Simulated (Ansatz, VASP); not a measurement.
# Two plane-wave programs on NaCl

Contents of INCAR:

```
SYSTEM = NaCl
ALGO = Normal
EDIFF = 1E-6
ENCUT = 500
GGA = PS
GGA_COMPAT = .FALSE.
ISIF = 2
ISMEAR = 0
LASPH = .TRUE.
LCHARG = .TRUE.
LELF = .TRUE.
LREAL = .FALSE.
LVHAR = .TRUE.
LWAVE = .FALSE.
NBANDS = 14
NELM = 120
PREC = Accurate
SIGMA = 0.01
```

The input KPOINTS:

```
k-points
0
G
  4 4 4
  0 0 0
```

File POSCAR:

```
NaCl
1.0
    3.4595458649      0.0000000000      0.0000000000
    0.0000000000      3.4595458649      0.0000000000
    0.0000000000      0.0000000000      3.4595458649
Na Cl
1 1
Direct
    0.0000000000      0.0000000000      0.0000000000
    0.5000000000      0.5000000000      0.5000000000
```

Input for Ansatz:

```yaml
crystal:
  lattice:
    - [3.4595458649, 0.0, 0.0]
    - [0.0, 3.4595458649, 0.0]
    - [0.0, 0.0, 3.4595458649]
  atoms:
    - { symbol: Na, position: [0.0, 0.0, 0.0] }
    - { symbol: Cl, position: [0.5, 0.5, 0.5] }
kpoints:
  mp_grid: { grid: [4, 4, 4] }
hamiltonian:
  xc: pbesol
scf:
  occupations: { method: fixed }
output:
  optics:
    e_range: [0.5, 10]
    de: 0.2
    sigma: 0.15
    scissors: 0.6
    scheme: gaussian
    bands: { spectra_wanted_up_to: 10 }
  write_density: true
  write_potential: true
  elf: true
  volumetric_format: npy
```

Alike in both runs: task single point; functional PBEsol; k mesh 4 × 4 × 4; no spin polarisation.

|  | VASP | Ansatz |
| --- | --- | --- |
| version | VASP 6.6.1 | Ansatz 0.2.0 |
| potentials or method | VASP PAW PBE potentials, release 64 (Na_pv, Cl) | plane waves, PAW |
| plane-wave cutoff (eV) | 500 | 420 |
| occupations | gaussian, width 0.01 eV | fixed |
| valence electrons in the cell | 14 | 16 |

|  | VASP | Ansatz | Ansatz less VASP |
| --- | --- | --- | --- |
| gap on the k mesh at the Fermi level (eV) | 3.95 | 3.95 | +0.004 |

VASP's potentials were made for PBE, not for PBEsol. VASP's potentials hold 14 valence electrons a cell and Ansatz's 16, so a difference there can come from the potentials and not from the codes.

The k mesh is coarse, so the values compare programs but aren't converged.
